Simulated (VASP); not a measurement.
# SnO2 in VASP: a series of runs

The runs below take SnO2 through single point, with r2SCAN.

Everything below comes from runs of VASP 6.6.1. Logs are shortened: lines on timing, memory, paths and dates and some standing lists are left out, and cuts for length are marked.

### Step 1. The cell of the first run

The typed cell holds 6 atoms: a = 5.025 Å, b = 5.025 Å, c = 2.872 Å, α = 90.00°, β = 90.00°, γ = 90.00°.

### Step 2. Single point, r2SCAN

File POSCAR:

```
SnO2
1.0
    5.0247838109      0.0000000000      0.0000000000
    0.0000000000      5.0250366587      0.0000000000
    0.0000000000      0.0000000000      2.8720525353
Sn O
2 4
Direct
    0.5000000000      0.5000000000      0.5000000000
    0.0000000000      0.0000000000      0.0000000000
    0.3058623572      0.3059582262      0.0000000000
    0.8058623572      0.1940417738      0.5000000000
    0.1941376428      0.8059582262      0.5000000000
    0.6941376428      0.6940417738      0.0000000000
```

File INCAR.step1:

```
SYSTEM = SnO2
PREC = Accurate ; ENCUT = 520
ISMEAR = 0 ; SIGMA = 0.05
LREAL = .False. ; LASPH = .True.
NELM = 80 ; NBANDS = 35
GGA = PE ; ALGO = Normal
EDIFF = 1E-4 ; LWAVE = .True.
LCHARG = .False.
```

File INCAR.step2:

```
SYSTEM = SnO2
PREC = Accurate ; ENCUT = 520
EDIFF = 1E-7 ; ISMEAR = 0
SIGMA = 0.05 ; LREAL = .False.
LASPH = .True. ; NELM = 80
ALGO = Normal ; ISIF = 2
LWAVE = .False. ; LCHARG = .False.
METAGGA = R2SCAN ; LMIXTAU = .True.
NBANDS = 35 ; ISTART = 1
```

File KPOINTS:

```
regular mesh
0
Gamma
  6 6 10
  0 0 0
```

Potentials or basis: VASP PAW PBE potentials, release 64 (Sn_d, O).

Command:

```sh
> cat potpaw_PBE.64/Sn_d/POTCAR potpaw_PBE.64/O/POTCAR > POTCAR
> cp INCAR.step1 INCAR
> mpirun -np 1 vasp_std > vasp.out
> cp INCAR.step2 INCAR
> mpirun -np 1 vasp_std > vasp.out
```

OUTCAR:

```text
SYSTEM = SnO2
   PREC = Accurate
   ENCUT = 520
   EDIFF = 1E-7
   ISMEAR = 0
   LREAL = .False.
   LASPH = .True.
   NELM = 80
   ISIF = 2
   METAGGA = R2SCAN
   ISTART = 1

 ion  position               nearest neighbor table
   1  0.500  0.500  0.500-   3 1.99   6 1.99   3 1.99   6 1.99   5 2.17   4 2.17
   2  0.000  0.000  0.000-   4 1.99   5 1.99   4 1.99   5 1.99   3 2.17   6 2.17
   3  0.306  0.306  0.000-   1 1.99   1 1.99   2 2.17
   4  0.806  0.194  0.500-   2 1.99   2 1.99   1 2.17
   5  0.194  0.806  0.500-   2 1.99   2 1.99   1 2.17
   6  0.694  0.694  0.000-   1 1.99   1 1.99   2 2.17

  LATTYP: Found a simple orthorhombic cell.
 ALAT       =     2.8720525353
 B/A-ratio  =     1.7495445327
 C/A-ratio  =     1.7496325701

  Lattice vectors:

 A1 = (   0.0000000000,   0.0000000000,   2.8720525353)
 A2 = (   5.0247838109,   0.0000000000,   0.0000000000)
 A3 = (   0.0000000000,   5.0250366587,   0.0000000000)

Analysis of symmetry for initial positions (statically):
=====================================================================
 Subroutine PRICEL returns:
 Original cell was already a primitive cell.

 Routine SETGRP: Setting up the symmetry group for a
 simple orthorhombic supercell.

 Subroutine GETGRP returns: Found  8 space group operations
 (whereof  4 operations were pure point group operations)
 out of a pool of  8 trial point group operations.

The static configuration has the point symmetry C_2h.
 The point group associated with its full space group is D_2h.

Analysis of symmetry for dynamics (positions and initial velocities):
=====================================================================
 Subroutine PRICEL returns:
 Original cell was already a primitive cell.

 Routine SETGRP: Setting up the symmetry group for a
 simple orthorhombic supercell.

 Subroutine GETGRP returns: Found  8 space group operations
 (whereof  4 operations were pure point group operations)
 out of a pool of  8 trial point group operations.

The dynamic configuration has the point symmetry C_2h.
 The point group associated with its full space group is D_2h.

 Subroutine INISYM returns: Found  8 space group operations
 (whereof  4 operations are pure point group operations),
 and found     1 'primitive' translations

----------------------------------------------------------------------------------------

                                     Primitive cell

  volume of cell :      72.5185

  direct lattice vectors                    reciprocal lattice vectors
     5.024783811  0.000000000  0.000000000     0.199013537  0.000000000  0.000000000
     0.000000000  5.025036659  0.000000000     0.000000000  0.199003523  0.000000000
     0.000000000  0.000000000  2.872052535     0.000000000  0.000000000  0.348183046

  length of vectors
     5.024783811  5.025036659  2.872052535     0.199013537  0.199003523  0.348183046

  position of ions in fractional coordinates (direct lattice)
     0.500000000  0.500000000  0.500000000
     0.000000000  0.000000000  0.000000000
     0.305862357  0.305958226  0.000000000
     0.805862357  0.194041774  0.500000000
     0.194137643  0.805958226  0.500000000
     0.694137643  0.694041774  0.000000000

  ion indices of the primitive-cell ions
   primitive index   ion index
                 1           1
                 2           2
                 3           3
                 4           4
                 5           5
                 6           6

----------------------------------------------------------------------------------------

 KPOINTS: regular mesh

Automatic generation of k-mesh.
 Grid dimensions read from file:
 generate k-points for:    6    6   10

 Generating k-lattice:

  Cartesian coordinates                     Fractional coordinates (reciprocal lattice)
     0.033168923  0.000000000  0.000000000     0.166666667  0.000000000  0.000000000
     0.000000000  0.033167254  0.000000000     0.000000000  0.166666667  0.000000000
     0.000000000  0.000000000  0.034818305     0.000000000  0.000000000  0.100000000

  Length of vectors
     0.033168923  0.033167254  0.034818305

  Shift w.r.t. Gamma in fractional coordinates (k-lattice)
     0.000000000  0.000000000  0.000000000

 Subroutine IBZKPT returns following result:
 ===========================================

 Found     96 irreducible k-points:

 Following reciprocal coordinates:
            Coordinates               Weight
  0.000000  0.000000  0.000000      1.000000
  0.166667  0.000000  0.000000      2.000000
  0.333333  0.000000  0.000000      2.000000
  0.500000  0.000000  0.000000      1.000000
  0.000000  0.166667  0.000000      2.000000
  0.166667  0.166667  0.000000      4.000000
[... 16 lines left out ...]
  0.333333  0.166667  0.100000      8.000000
  0.500000  0.166667  0.100000      4.000000
 [... further k-points ...]
   k-points           NKPTS =     96   k-points in BZ     NKDIM =     96   number of bands    NBANDS=     35
   number of dos      NEDOS =    301   number of ions     NIONS =      6
   total plane-waves  NPLWV =  38400
   dimension x,y,z NGX =    40 NGY =   40 NGZ =   24
   dimension x,y,z NGXF=    80 NGYF=   80 NGZF=   48
   ions per type =               2   4
   NGX,Y,Z   is equivalent  to a cutoff of  13.23, 13.23, 13.89 a.u.
   NGXF,Y,Z  is equivalent  to a cutoff of  26.47, 26.47, 27.78 a.u.
 SYSTEM =  SnO2
   PREC   = accura    normal or accurate (medium, high low for compatibility)
   ISTART =      1    job   : 0-new  1-cont  2-samecut
   ICHARG =      0    charge: 1-file 2-atom 10-const
   ISPIN  =      1    spin polarized calculation?
   LNONCOLLINEAR =      F non collinear calculations
   LSORBIT =      F    spin-orbit coupling
   LASPH  =      T    aspherical Exc in radial PAW
   ENCUT  =  520.0 eV  38.22 Ry    6.18 a.u.   9.34  9.34  5.34*2*pi/ulx,y,z
   NELM   =     80;   NELMIN=  2; NELMDL=  0     # of ELM steps
   EDIFF  = 0.1E-06   stopping-criterion for ELM
   LREAL  =      F    real-space projection
   EDIFFG = 0.1E-05   stopping-criterion for IOM
   NSW    =      0    number of steps for IOM
   IBRION =     -1    ionic relax: 0-MD 1-quasi-New 2-CG
   NFREE  =      0    steps in history (QN), initial steepest desc. (CG)
   ISIF   =      2    stress and relaxation
   ISYM   =      2    0-nonsym 1-usesym 2-fastsym
   POTIM  = 0.5000    time-step for ionic-motion
   TEBEG  =    0.0;   TEEND  =   0.0 temperature during run
   PSTRESS=    0.0 pullay stress
   NELECT =      52.0000    total number of electrons
   NUPDOWN=      -1.0000    fix difference up-down
   EMIN   =  10.00;   EMAX   =-10.00  energy-range for DOS
   EFERMI =   0.00;   METHOD = LEGACY
   ISMEAR =     0;   SIGMA  =   0.05  broadening in eV -4-tet -1-fermi 0-gaus
   EFERMI_NEDOS =   21; number of points for ismear=-14 and -15
   IALGO  =     38    algorithm
   IMIX   =      4    mixing-type and parameters
     AMIX     =   0.40;   BMIX     =  1.00
     AMIX_MAG =   1.60;   BMIX_MAG =  1.00
  volume/ion in A,a.u.               =      12.09        81.56
  Fermi-wavevector in a.u.,A,eV,Ry     =   1.465299  2.769014 29.213088  2.147101
  Thomas-Fermi vector in A             =   2.581173
   LORBIT       =      0    0 simple, 1 ext, 2 COOP (PROOUT), +10 PAW based schemes
   METAGGA = R2SCAN    functional components
   LHFCALC =     F    Hartree Fock is set to
   AEXX    =    0.0000 exact exchange contribution
   IVDW    =     0    specifies the selected vdW correction
   LEPSILON=     F    determine dielectric tensor
   LRPA    =     F    only Hartree local field effects (RPA)
 non-spin polarized calculation
 Gauss-broadening in eV      SIGMA  =   0.05
  energy-cutoff  :      520.00
  volume of cell :       72.52
 maximum number of plane-waves:      1972
 NGX is ok and might be reduce to    40
   NGX = 19   NGY = 19   NGZ = 11

 number of electron      52.0000035 magnetization

 Free energy of the ion-electron system (eV)
  ---------------------------------------------------
  ext. energy  EPLUGINS =         0.00000000
  ---------------------------------------------------
  free energy    TOTEN  =       -83.51135144 eV

  energy without entropy =      -83.51135144  energy(sigma->0) =      -83.51135144

 E-fermi :   5.6903     XC(G=0): -11.8989

 val. band max:        5.3975763170   @ k =   0.0000   0.0000   0.0000
 cond. band min:       7.6952866401   @ k =   0.0000   0.0000   0.0000
 fundamental gap:      2.2977103231
 Fermi energy:         5.6902760698

 k-point     1 :       0.0000    0.0000    0.0000
  band No.  band energies     occupation
      1     -16.5221      2.00000
      2     -15.9796      2.00000
      3     -15.1242      2.00000
      4     -15.0576      2.00000
      5     -15.0576      2.00000
      6     -14.9130      2.00000
[... 27 lines left out ...]
     34      18.4990      0.00000
     35      18.8832      0.00000

 k-point     2 :       0.1667    0.0000    0.0000
  band No.  band energies     occupation
      1     -16.4888      2.00000
      2     -16.0142      2.00000
      3     -15.1196      2.00000
      4     -15.0567      2.00000
      5     -15.0566      2.00000
      6     -14.9459      2.00000
[... 27 lines left out ...]
     34      18.5703      0.00000
     35      19.0318      0.00000

 k-point     3 :       0.3333    0.0000    0.0000
  band No.  band energies     occupation
      1     -16.3941      2.00000
      2     -16.1153      2.00000
      3     -15.1039      2.00000
      4     -15.0549      2.00000
      5     -15.0548      2.00000
      6     -15.0149      2.00000
[... 27 lines left out ...]
     34      18.5663      0.00000
     35      19.5629      0.00000

 k-point     4 :       0.5000    0.0000    0.0000
  band No.  band energies     occupation
      1     -16.2573      2.00000
      2     -16.2573      2.00000
      3     -15.0714      2.00000
      4     -15.0714      2.00000
      5     -15.0539      2.00000
      6     -15.0539      2.00000
[... 27 lines left out ...]
     34      18.3898      0.00000
     35      20.5134      0.00000

 k-point     5 :       0.0000    0.1667    0.0000
  band No.  band energies     occupation
      1     -16.4888      2.00000
      2     -16.0142      2.00000
      3     -15.1196      2.00000
      4     -15.0567      2.00000
      5     -15.0566      2.00000
      6     -14.9459      2.00000
[... 638 lines left out ...]
 k-point    22 :       0.1667    0.1667    0.1000
  band No.  band energies     occupation
      1     -16.3774      2.00000
      2     -15.9416      2.00000
      3     -15.3227      2.00000
      4     -15.3041      2.00000
      5     -15.0771      2.00000
      6     -14.9438      2.00000
[... 27 lines left out ...]
     34      18.6498      0.00000
     35      18.8634      0.00000

 k-point    23 :       0.3333    0.1667    0.1000
  band No.  band energies     occupation
      1     -16.3001      2.00000
      2     -16.0481      2.00000
      3     -15.3277      2.00000
      4     -15.3102      2.00000
      5     -15.0606      2.00000
      6     -14.9869      2.00000
[... 27 lines left out ...]
     34      18.6705      0.00000
     35      19.2158      0.00000

 k-point    24 :       0.5000    0.1667    0.1000
  band No.  band energies     occupation
      1     -16.1820      2.00000
      2     -16.1820      2.00000
      3     -15.3211      2.00000
      4     -15.3211      2.00000
      5     -15.0294      2.00000
      6     -15.0294      2.00000
[... 27 lines left out ...]
     34      18.5159      0.00000
     35      19.8034      0.00000

 [... further k-points ...]

------------------------ aborting loop because EDIFF is reached ----------------------------------------

  FORCE on cell =-STRESS in cart. coord.  units (eV):
  Direction    XX          YY          ZZ          XY          YZ          ZX
  --------------------------------------------------------------------------------------
  -------------------------------------------------------------------------------------
  Total       -1.7557913     -1.7562120     19.7132101      0.0000000      0.0000000      0.0000000
  in kB      -38.7913123    -38.8006087    435.5308658      0.0000000      0.0000000      0.0000000
  external PRESSURE =     119.3129816 kB  Pullay stress =       0.0000000 kB

 VOLUME and BASIS-vectors are now :
 -----------------------------------------------------------------------------
  energy-cutoff  :      520.00
  volume of cell :       72.52
      direct lattice vectors                 reciprocal lattice vectors
     5.024783811  0.000000000  0.000000000     0.199013537  0.000000000  0.000000000
     0.000000000  5.025036659  0.000000000     0.000000000  0.199003523  0.000000000
     0.000000000  0.000000000  2.872052535     0.000000000  0.000000000  0.348183046

 POSITION                                       TOTAL-FORCE (eV/Angst)
 -----------------------------------------------------------------------------------
      2.51239      2.51252      1.43603         0.000000      0.000000      0.000000
      0.00000      0.00000      0.00000         0.000000      0.000000      0.000000
      1.53689      1.53745      0.00000        -0.426550     -0.426740     -0.000000
      4.04928      0.97507      1.43603        -0.426550      0.426740      0.000000
      0.97550      4.04997      1.43603         0.426550     -0.426740      0.000000
      3.48789      3.48759      0.00000         0.426550      0.426740      0.000000
 -----------------------------------------------------------------------------------
    total drift:                               -0.000000     -0.000000     -0.000000

  FREE ENERGIE OF THE ION-ELECTRON SYSTEM (eV)
  ---------------------------------------------------
  free  energy   TOTEN  =       -83.5113514351 eV

  energy  without entropy=      -83.5113514351  energy(sigma->0) =      -83.51135144
```

Wall time 12 min (1 thread of Intel Xeon Platinum 8259CL at 2.50GHz (Skylake/Cascade Lake), shared host); peak memory 0.32 GiB.

Results:

```
Free energy            : -83.5114 eV
Pressure               : 11.9 GPa
Largest force          : 0.603 eV/Å
Band gap on the k mesh : 2.30 eV
```

Forces in eV/Å, atoms in the order of the input:
```
Sn   0.000  0.000  0.000
Sn   0.000  0.000  0.000
O   -0.427 -0.427  0.000
O   -0.427  0.427  0.000
O    0.427 -0.427  0.000
O    0.427  0.427  0.000
```

Levels at points of the mesh, in eV from the valence-band top:
```csv
k point,band 24,band 25,band 26,band 27,band 28,band 29
"(0.00, 0.00, 0.00)",-0.60,-0.60,0.00,2.30,8.12,8.12
"(0.50, 0.00, 0.00)",-0.79,-0.59,-0.59,5.14,5.14,9.22
"(0.00, 0.50, 0.00)",-0.79,-0.59,-0.59,5.14,5.14,9.22
"(0.50, 0.50, 0.00)",-1.16,-0.64,-0.64,5.93,5.93,9.19
"(0.00, 0.00, 0.50)",-1.49,-1.18,-1.18,7.02,7.02,9.74
"(0.50, 0.00, 0.50)",-1.13,-0.88,-0.88,7.18,7.18,7.87
"(0.00, 0.50, 0.50)",-1.13,-0.88,-0.88,7.17,7.17,7.87
"(0.50, 0.50, 0.50)",-1.00,-0.96,-0.96,5.36,5.36,9.63
```

Caveat: the cell stands under pressure; the PAW data sets were made with another functional, which shifts forces and pressure a little; spin-orbit coupling is left out, which moves the levels of the heavy elements. A k mesh can miss the band edges.

(Part 1 of 2 ends here.)
